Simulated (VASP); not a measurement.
Write the native input for VASP 6.6.1 that does the following.

| Property | Result |
| --- | --- |
| Task | single point |
| Functional | PBE |
| Potentials or basis | VASP PAW PBE potentials, release 64 (Zr_sv, H) |
| Cutoff | 520 eV |
| k mesh | 3 × 2 × 3 |
| Occupations | fermi-dirac, width 0.05 eV |
| Spin | no spin polarisation |
| Dipole correction | no |
| Further INCAR settings | ALGO = Normal; EDIFF = 1e-06; NBANDS = 84 |

The structure of Zr12H (a cell with a defect) lies in POSCAR:

```
Zr12H
1.0
    6.4600000000      0.0000000000      0.0000000000
   -4.8450000000      8.3917860000      0.0000000000
    0.0000000000      0.0000000000      5.1453900000
Zr H
12 1
Direct
   -0.0063173137     -0.0068876876      0.0163390919
    0.1672903016      0.2230130749      0.4964784011
   -0.0021636085      0.3364801009      0.0083132668
    0.1664600853      0.5563021984      0.4909814416
    0.0022057997      0.6681162985     -0.0112199464
    0.1678740725      0.8887802906      0.5019294942
    0.4989070371     -0.0000971188      0.0054223295
    0.6682373505      0.2243255488      0.5002781130
    0.5064885959      0.3366545572      0.0050740566
    0.6703289340      0.5587035942      0.4843735849
    0.4974240322      0.6651480388     -0.0076340180
    0.6629454374      0.8866073325      0.5038578222
    0.1643910613      0.2201335925      0.8865448489
```

These files were run (other wordings do the same):

INCAR

```
PREC = Accurate
ENCUT = 520
EDIFF = 1E-6
ISMEAR = -1
SIGMA = 0.05
LREAL = F
LASPH = T
NELM = 80
ALGO = Normal
ISIF = 2
LWAVE = F
LCHARG = F
GGA = PE
NBANDS = 84
```

KPOINTS

```
regular mesh
0
Gamma
  3 2 3
```

Potentials or basis: VASP PAW PBE potentials, release 64 (Zr_sv, H).

The run is started by

```bash
$ cat potpaw_PBE.64/Zr_sv/POTCAR potpaw_PBE.64/H/POTCAR > POTCAR
$ mpirun -np 1 vasp_std > vasp.out
```

Results of the run:

```yaml
Pressure: 2.2 GPa
Largest_force: 0.024 eV/Å
```

Caveat: the k points lie up to 0.41 Å⁻¹ apart.

Wall time 9 min on 1 thread of AMD EPYC 7R43 64-Core Processor (Zen 3) (shared host), peak memory 0.37 GiB.
